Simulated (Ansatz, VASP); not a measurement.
# Two plane-wave programs on FeNi3

```xyz
4
Lattice="-1.7902 1.7902 3.5862 1.7902 -1.7902 3.5862 1.7902 1.7902 -3.5862" Properties=species:S:1:pos:R:3 pbc="T T T"
Fe    0.0000    0.0000    0.0000
Ni    0.0000    0.0000    3.5862
Ni    0.0000    1.7902    1.7931
Ni    1.7902    0.0000    1.7931
```

Alike in both runs: task single point; functional PBEsol; k mesh 16 × 16 × 16; occupations gaussian, width 0.1 eV; no spin polarisation.

|  | VASP | Ansatz |
| --- | --- | --- |
| version | VASP 6.6.1 | Ansatz 0.2.0 |
| potentials or method | VASP PAW PBE potentials, release 64 (Fe, Ni), cutoff 520 eV | scalar-relativistic, plane waves, PAW |
| valence electrons in the cell | 38 | 70 |

Ansatz gave:

* gap on the k mesh at the Fermi level (eV): none
* pressure (GPa): -22.9

**Question.** What did VASP give for the same quantities?

**Answer.** gap on the k mesh at the Fermi level (eV): none; pressure (GPa): -22.7.

VASP's potentials were made for PBE, not for PBEsol. A gap of «none» marks a metal or a gap that the smearing closes. VASP's potentials hold 38 valence electrons a cell and Ansatz's 70, so a difference there can come from the potentials and not from the codes.
